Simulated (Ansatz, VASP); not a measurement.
# Ir: VASP beside Ansatz

Contents of INCAR:

```
PREC = Accurate ; ENCUT = 520
EDIFF = 1E-7 ; ISMEAR = -1
SIGMA = 0.1 ; LREAL = F
LASPH = T ; NELM = 100
ALGO = Normal ; ISIF = 2
LWAVE = F ; LCHARG = T
GGA = RE ; LELF = T
LVHAR = T ; NBANDS = 16
```

File KPOINTS:

```
regular mesh
0
Gamma
  11 11 11
```

The input POSCAR:

```
Ir
1.0
    0.0000000000      2.7953983544      2.7953983544
    2.7953983544      0.0000000000      2.7953983544
    2.7953983544      2.7953983544      0.0000000000
Ir
2
Direct
    0.1250000000      0.1250000000      0.1250000000
    0.8750000000      0.8750000000      0.8750000000
```

Input for Ansatz:

```yaml
crystal:
  lattice:
    - [0.0, 2.7953983544, 2.7953983544]
    - [2.7953983544, 0.0, 2.7953983544]
    - [2.7953983544, 2.7953983544, 0.0]
  atoms:
    - { symbol: Ir, position: [0.125, 0.125, 0.125] }
    - { symbol: Ir, position: [0.875, 0.875, 0.875] }
hamiltonian:
  xc: revpbe
  pseudopotentials:
    kind: paw
    azcp:
      Ir: "pseudopotentials/Ir.paw.azcp"
basis:
  ecutwfc: 420
  fft_grid_basis: typed
kpoints:
  mp_grid: { grid: [11, 11, 11], shift: [0, 0, 0] }
magnetization:
  spin_polarized: false
scf:
  occupations: { method: fermi_dirac, width: 0.1 }
  lower_state_search: "off"
output:
  stress: true
```

Alike in both runs: task single point; functional revPBE; k mesh 11 × 11 × 11; occupations fermi-dirac, width 0.1 eV; no spin polarisation.

```csv
,VASP,Ansatz
version,VASP 6.6.1,Ansatz 0.2.0
potentials or method,"VASP PAW PBE potentials, release 64 (Ir), cutoff 520 eV","plane waves (420 eV) with PAW, scalar-relativistic"
valence electrons in the cell,18,34
```

Ansatz gave:

```
pressure (GPa) : -0.1
```

Problem. What did VASP give for the same quantities?

Solution. Pressure (GPa): -0.4.

VASP's potentials were made for PBE, not for revPBE. With one functional, cell and mesh, what is left measures potentials, basis and numerics. VASP's potentials hold 18 valence electrons a cell and Ansatz's 34, so a difference there can come from the potentials and not from the codes.

Spin-orbit coupling is off throughout.
